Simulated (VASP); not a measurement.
Runs of VASP 6.6.1 on PbS (Galena). The structure is that of space group Fm-3m (No. 225), or close to it. The cells are those of the table. 

```tsv
cell	smearing	gap on the mesh (eV)	pressure (GPa)
a = 4.138 Å, angles 60.0°, 2 atoms	methfessel-paxton 0.02 eV	(b)	4.9
a = 4.222 Å, angles 60.0°, 2 atoms	methfessel-paxton 0.02 eV	0.44	0.9
a = 4.166 Å, angles 60.0°, 2 atoms	methfessel-paxton 0.02 eV	0.29	3.4
a = 4.249 Å, angles 60.0°, 2 atoms	methfessel-paxton 0.02 eV	(d)	(a)
a = 4.276 Å, angles 60.0°, 2 atoms	methfessel-paxton 0.02 eV	0.56	-1.1
a = 4.109 Å, angles 60.0°, 2 atoms	methfessel-paxton 0.0149 eV	(c)	6.5
```

Alike in all rows: task single point; level PBE; potentials or basis VASP PAW PBE potentials, release 64 (Pb_d, S); no spin polarisation; k mesh 6 × 6 × 6; cutoff (eV) 500.

Task: Estimate the missing entries.

Result: (a) -0.1; (b) 0.21; (c) 0.12; (d) 0.50.

Caveats: spin-orbit coupling is left out, which moves the levels of the heavy elements.

A k mesh can miss the band edges, and the runs leave out spin-orbit coupling on Pb.
